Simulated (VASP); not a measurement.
# Na (P6_3/mmc) in VASP: further runs, part 3 of 3

VASP 6.6.1.

### Step 5. Electric field gradients, PBEsol (equal xx and yy strain of +1 %)

Contents of INCAR:

```
SYSTEM = Na
PREC = Accurate ; ENCUT = 520
EDIFF = 1E-8 ; ISMEAR = -1
SIGMA = 0.05 ; LREAL = .FALSE.
LASPH = .TRUE. ; NELM = 80
ALGO = Normal ; ISIF = 2
LWAVE = .FALSE. ; LCHARG = .FALSE.
GGA = PS ; LEFG = .TRUE.
NBANDS = 14
```

Contents of KPOINTS:

```
regular mesh
0
G
  13 13 7
  0 0 0
```

Contents of POSCAR:

```
Na
1.0
    3.8046710076      0.0000000000      0.0000000000
   -1.9023355038      3.2949417456      0.0000000000
    0.0000000000      0.0000000000      6.1540000000
Na
2
Direct
    0.3333333333      0.6666666667      0.2500000000
    0.6666666667      0.3333333333      0.7500000000
```

Potentials or basis: VASP PAW PBE potentials, release 64 (Na_pv).

Launch:

```
> cat potpaw_PBE.64/Na_pv/POTCAR > POTCAR
> mpirun -np 1 vasp_std > vasp.out
```

OUTCAR:

```text
SYSTEM = Na
   PREC = Accurate
   ENCUT = 520
   EDIFF = 1E-8
   ISMEAR = -1
   LREAL = .FALSE.
   LASPH = .TRUE.
   NELM = 80
   ISIF = 2
   GGA = PS

 ion  position               nearest neighbor table
   1  0.333  0.667  0.250-
   2  0.667  0.333  0.750-

  LATTYP: Found a hexagonal cell.
 ALAT       =     3.8046710076
 C/A-ratio  =     1.6174854508

  Lattice vectors:

 A1 = (   3.8046710076,   0.0000000000,   0.0000000000)
 A2 = (  -1.9023355038,   3.2949417456,   0.0000000000)
 A3 = (   0.0000000000,   0.0000000000,   6.1540000000)

Analysis of symmetry for initial positions (statically):
=====================================================================
 Subroutine PRICEL returns:
 Original cell was already a primitive cell.

 Routine SETGRP: Setting up the symmetry group for a
 hexagonal supercell.

 Subroutine GETGRP returns: Found 24 space group operations
 (whereof 12 operations were pure point group operations)
 out of a pool of 24 trial point group operations.

The static configuration has the point symmetry D_3d.
 The point group associated with its full space group is D_6h.

Analysis of symmetry for dynamics (positions and initial velocities):
=====================================================================
 Subroutine PRICEL returns:
 Original cell was already a primitive cell.

 Routine SETGRP: Setting up the symmetry group for a
 hexagonal supercell.

 Subroutine GETGRP returns: Found 24 space group operations
 (whereof 12 operations were pure point group operations)
 out of a pool of 24 trial point group operations.

[... 166 lines left out ...]
     10       9.8760      0.00000
     11       9.8760      0.00000
     12      10.1852      0.00000
     13      10.1852      0.00000
     14      10.4422      0.00000
[... 377 lines left out ...]
      1     -24.6453      2.00000
      2     -24.6266      2.00000
      3     -24.6235      2.00000
      4     -24.6234      2.00000
      5     -24.6189      2.00000
      6     -24.6186      2.00000
      7      -2.5794      2.00000
      8       0.2480      0.45761
      9       2.4809      0.00000
     10       6.7593      0.00000
     11       8.5558      0.00000
     12       8.6839      0.00000
     13       9.5361      0.00000
     14      10.5831      0.00000

 [... further k-points ...]
[... 5 lines left out ...]
  --------------------------------------------------------------------------------------
  -------------------------------------------------------------------------------------
  Total       -0.2284300     -0.2284300     -0.1363930     -0.0000000     -0.0000000      0.0000000
  in kB       -4.7439643     -4.7439643     -2.8325687     -0.0000000     -0.0000000      0.0000000
  external PRESSURE =      -4.1068324 kB  Pullay stress =       0.0000000 kB

 VOLUME and BASIS-vectors are now :
 -----------------------------------------------------------------------------
  energy-cutoff  :      520.00
  volume of cell :       77.15
      direct lattice vectors                 reciprocal lattice vectors
     3.804671008  0.000000000  0.000000000     0.262834815  0.151747751  0.000000000
    -1.902335504  3.294941746  0.000000000     0.000000000  0.303495502  0.000000000
     0.000000000  0.000000000  6.154000000     0.000000000  0.000000000  0.162495938

 POSITION                                       TOTAL-FORCE (eV/Angst)
 -----------------------------------------------------------------------------------
     -0.00000      2.19663      1.53850        -0.000000     -0.000000      0.000000
      1.90234      1.09831      4.61550         0.000000      0.000000      0.000000
 -----------------------------------------------------------------------------------
    total drift:                                0.000000     -0.000000      0.000000

  FREE ENERGIE OF THE ION-ELECTRON SYSTEM (eV)
  ---------------------------------------------------
  free  energy   TOTEN  =        -2.7959073265 eV

  energy  without entropy=       -2.7876465098  energy(sigma->0) =       -2.79177692

 Electric field gradients (V/A^2)
---------------------------------------------------------------------
 ion       V_xx      V_yy      V_zz      V_xy      V_xz      V_yz
---------------------------------------------------------------------
   1       0.062     0.063    -0.125     0.001    -0.000    -0.000
   2       0.062     0.063    -0.125     0.001     0.000    -0.000
---------------------------------------------------------------------

 Electric field gradients after diagonalization (V/A^2)
 (convention: |V_zz| > |V_xx| > |V_yy|)
----------------------------------------------------------------------
 ion       V_xx      V_yy      V_zz     asymmetry (V_yy - V_xx)/ V_zz
----------------------------------------------------------------------
   1       0.063     0.062    -0.125       0.013
   2       0.063     0.062    -0.125       0.013
----------------------------------------------------------------------

           NMR quadrupolar parameters

 Cq : quadrupolar parameter    Cq=e*Q*V_zz/h
 eta: asymmetry parameters     (V_yy - V_xx)/ V_zz
 Q  : nuclear electric quadrupole moment in mb (millibarn)
----------------------------------------------------------------------
 ion       Cq(MHz)       eta       Q (mb)
----------------------------------------------------------------------
   1      -0.000       0.013       1.000
   2      -0.000       0.013       1.000
----------------------------------------------------------------------
```

OSZICAR:

```text
N       E                     dE             d eps       ncg     rms          rms(c)
DAV:   1     0.100740086073E+03    0.10074E+03   -0.76073E+03  2352   0.949E+02
DAV:   2     0.125888307265E+01   -0.99481E+02   -0.98497E+02  2472   0.276E+02
DAV:   3    -0.274199057398E+01   -0.40009E+01   -0.39977E+01  2928   0.638E+01
DAV:   4    -0.279860194378E+01   -0.56611E-01   -0.56609E-01  2712   0.814E+00
DAV:   5    -0.279988159013E+01   -0.12796E-02   -0.12796E-02  2976   0.125E+00    0.324E-01
DAV:   6    -0.279682729610E+01    0.30543E-02   -0.47258E-03  2898   0.106E+00    0.198E-01
DAV:   7    -0.279599724283E+01    0.83005E-03   -0.42908E-03  2970   0.873E-01    0.653E-02
DAV:   8    -0.279590654459E+01    0.90698E-04   -0.46891E-04  3042   0.384E-01    0.416E-03
DAV:   9    -0.279590720278E+01   -0.65818E-06   -0.51968E-06  2826   0.286E-02    0.166E-03
DAV:  10    -0.279590734873E+01   -0.14596E-06   -0.33224E-07  3000   0.884E-03    0.216E-04
DAV:  11    -0.279590733332E+01    0.15416E-07   -0.15111E-08  1764   0.176E-03    0.127E-04
DAV:  12    -0.279590732654E+01    0.67810E-08   -0.54863E-09  1572   0.126E-03
   1 F= -.27959073E+01 E0= -.27917769E+01  d E =-.826082E-02
```

stdout:

```text
POSCAR found type information on POSCAR Na
 POSCAR found :  1 types and       2 ions
 scaLAPACK will be used
 -----------------------------------------------------------------------------
|                                                                             |
|                                                                             |
|     You enforced a specific xc type in the INCAR file but a different       |
|     I HOPE YOU KNOW WHAT YOU ARE DOING!                                     |
|                                                                             |
 -----------------------------------------------------------------------------

 LDA part: xc-table for (Slater+PW92), standard interpolation
 POSCAR, INCAR and KPOINTS ok, starting setup
 FFT: planning ... GRIDC
 FFT: planning ... GRID_SOFT
 FFT: planning ... GRID
 WAVECAR not read
 entering main loop
ion   1

ion   2
```

Run time: 88 s. Hardware: 1 thread of Intel Xeon Platinum 8488C (Sapphire Rapids), shared host; peak memory 0.21 GiB.

What came out:

```
Free energy            : -2.7959 eV
Pressure               : -0.4 GPa
Band gap on the k mesh : zero (band 7 reaches 1.58 eV, above the bottom of band 8 at -1.68 eV)
```

Stress tensor (GPa, compression positive):
```
-0.47  0.00  0.00
 0.00 -0.47  0.00
 0.00  0.00 -0.28
```

Caveat: the cell differs from its parent crystal (equal xx and yy strain of +1 %); without QUAD_EFG the Cq values of the log hold for a quadrupole moment of 1 mb, not for the nuclei; the PAW data sets were made with another functional, which shifts forces and pressure a little.

### Step 6. Electric field gradients, PBEsol (equal xx and yy strain of +3 %)

Contents of INCAR:

```
  PREC = Accurate
  ENCUT = 520
  EDIFF = 1E-8
  ISMEAR = -1
  SIGMA = 0.05
  LREAL = F
  LASPH = T
  NELM = 100
  ALGO = Normal
  ISIF = 2
  LWAVE = F
  LCHARG = F
  GGA = PS
  LEFG = T
  NBANDS = 14
```

Contents of KPOINTS:

```
regular mesh
0
Gamma
  13 13 7
```

Contents of POSCAR:

```
Na
1.0
    3.8800110275      0.0000000000      0.0000000000
   -1.9400055138      3.3601881168      0.0000000000
    0.0000000000      0.0000000000      6.1540000000
Na
2
Direct
    0.3333333333      0.6666666667      0.2500000000
    0.6666666667      0.3333333333      0.7500000000
```

Potentials or basis: VASP PAW PBE potentials, release 64 (Na_pv).

Launch:

```
> cat potpaw_PBE.64/Na_pv/POTCAR > POTCAR
> mpirun -np 1 vasp_std > vasp.out
```

OUTCAR:

```text
PREC = Accurate
   ENCUT = 520
   EDIFF = 1E-8
   ISMEAR = -1
   LREAL = F
   LASPH = T
   NELM = 100
   ISIF = 2
   GGA = PS

 ion  position               nearest neighbor table
   1  0.333  0.667  0.250-
   2  0.667  0.333  0.750-

  LATTYP: Found a hexagonal cell.
 ALAT       =     3.8800110275
 C/A-ratio  =     1.5860779664

  Lattice vectors:

 A1 = (   3.8800110275,   0.0000000000,   0.0000000000)
 A2 = (  -1.9400055138,   3.3601881168,   0.0000000000)
 A3 = (   0.0000000000,   0.0000000000,   6.1540000000)

[... 620 lines left out ...]
  ---------------------------------------------------
  free  energy   TOTEN  =        -2.7843090397 eV

  energy  without entropy=       -2.7754272567  energy(sigma->0) =       -2.77986815

 Electric field gradients (V/A^2)
---------------------------------------------------------------------
 ion       V_xx      V_yy      V_zz      V_xy      V_xz      V_yz
---------------------------------------------------------------------
   1      -0.046    -0.050     0.096    -0.003     0.000    -0.000
   2      -0.046    -0.050     0.096    -0.003    -0.000     0.000
---------------------------------------------------------------------

 Electric field gradients after diagonalization (V/A^2)
 (convention: |V_zz| > |V_xx| > |V_yy|)
----------------------------------------------------------------------
 ion       V_xx      V_yy      V_zz     asymmetry (V_yy - V_xx)/ V_zz
----------------------------------------------------------------------
   1      -0.052    -0.044     0.096       0.081
   2      -0.052    -0.044     0.096       0.081
----------------------------------------------------------------------

           NMR quadrupolar parameters

 Cq : quadrupolar parameter    Cq=e*Q*V_zz/h
 eta: asymmetry parameters     (V_yy - V_xx)/ V_zz
 Q  : nuclear electric quadrupole moment in mb (millibarn)
----------------------------------------------------------------------
 ion       Cq(MHz)       eta       Q (mb)
----------------------------------------------------------------------
   1       0.000       0.081       1.000
   2       0.000       0.081       1.000
----------------------------------------------------------------------
```

OSZICAR:

```text
N       E                     dE             d eps       ncg     rms          rms(c)
DAV:   1     0.998038792323E+02    0.99804E+02   -0.75756E+03  2352   0.941E+02
DAV:   2     0.123950556740E+01   -0.98564E+02   -0.97636E+02  2466   0.273E+02
DAV:   3    -0.273096224444E+01   -0.39705E+01   -0.39670E+01  2964   0.634E+01
DAV:   4    -0.278668074626E+01   -0.55719E-01   -0.55716E-01  2688   0.806E+00
DAV:   5    -0.278793806981E+01   -0.12573E-02   -0.12573E-02  2976   0.125E+00    0.320E-01
DAV:   6    -0.278509569485E+01    0.28424E-02   -0.46900E-03  2892   0.105E+00    0.197E-01
DAV:   7    -0.278439910148E+01    0.69659E-03   -0.43442E-03  2970   0.873E-01    0.656E-02
DAV:   8    -0.278430806740E+01    0.91034E-04   -0.48076E-04  3060   0.389E-01    0.433E-03
DAV:   9    -0.278430884131E+01   -0.77390E-06   -0.51733E-06  2844   0.282E-02    0.169E-03
DAV:  10    -0.278430907106E+01   -0.22975E-06   -0.36450E-07  3024   0.950E-03    0.225E-04
DAV:  11    -0.278430905167E+01    0.19395E-07   -0.14200E-08  1746   0.171E-03    0.124E-04
DAV:  12    -0.278430904004E+01    0.11625E-07   -0.55282E-09  1554   0.126E-03    0.196E-05
DAV:  13    -0.278430903972E+01    0.31537E-09   -0.13196E-09  1458   0.574E-04
   1 F= -.27843090E+01 E0= -.27798681E+01  d E =-.888178E-02
```

Run time: 1.8 min. Hardware: 1 thread of Intel Xeon Platinum 8488C (Sapphire Rapids), shared host; peak memory 0.22 GiB.

Results:

```yaml
Free_energy: -2.7843 eV
Pressure: -0.6 GPa
Band_gap_on_the_k_mesh: zero (band 7 reaches 1.43 eV, above the bottom of band 8 at -1.70 eV)
```

Caveat: the cell differs from its parent crystal (equal xx and yy strain of +3 %); without QUAD_EFG the Cq values of the log hold for a quadrupole moment of 1 mb, not for the nuclei; the PAW data sets were made with another functional, which shifts forces and pressure a little.

### Step 7. Overview

| cell | gap on the mesh (eV) | pressure (GPa) |
| --- | --- | --- |
| a = 3.692, b = 3.692, c = 6.154 Å, angles 90.0, 90.0, 120.0°, 2 atoms | none | 0.0 |
| a = 3.729, b = 3.729, c = 6.154 Å, angles 90.0, 90.0, 120.0°, 2 atoms | none | -0.1 |
| a = 3.805, b = 3.805, c = 6.154 Å, angles 90.0, 90.0, 120.0°, 2 atoms | none | -0.4 |
| a = 3.880, b = 3.880, c = 6.154 Å, angles 90.0, 90.0, 120.0°, 2 atoms | none | -0.6 |

Alike in all rows: task electric field gradients; level PBEsol; potentials or basis VASP PAW PBE potentials, release 64 (Na_pv); no spin polarisation; k mesh 13 × 13 × 7; cutoff (eV) 520; smearing fermi-dirac 0.05 eV.

Caveats: the PAW data sets were made with another functional, which shifts forces and pressure a little.

Absolute energies hang on the potentials; compare differences alone.
